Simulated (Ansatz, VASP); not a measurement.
## Al3Cl: VASP beside Ansatz

```xyz
4
Lattice="3.0520 1.7621 2.5282 -3.0520 1.7621 2.5282 0.0000 -3.5241 2.5282" Properties=species:S:1:pos:R:3 pbc="T T T"
Al    0.0000    1.7621    2.5282
Al   -1.5260   -0.8810    2.5282
Al    1.5260   -0.8810    2.5282
Cl    0.0000    0.0000    0.0000
```

Alike in both runs: functional PBE; k mesh 6 × 6 × 6; occupations gaussian, width 0.1 eV; no spin polarisation.

Ansatz relaxed the structure, and its values are those at the end. VASP's run is a single point on that final structure, the one shown.

```csv
,VASP,Ansatz
version,VASP 6.6.1,Ansatz 0.2.0
potentials or method,"VASP PAW PBE potentials, release 64 (Al, Cl), cutoff 520 eV","scalar-relativistic, plane waves, PAW"
valence electrons in the cell,16,16
```

|  | VASP | Ansatz | Ansatz less VASP |
| --- | --- | --- | --- |
| gap on the k mesh at the Fermi level (eV) | none | none | - |
| pressure (GPa) | 0.0 | 0.0 | +0.01 |

A gap of «none» marks a metal or a gap that the smearing closes.
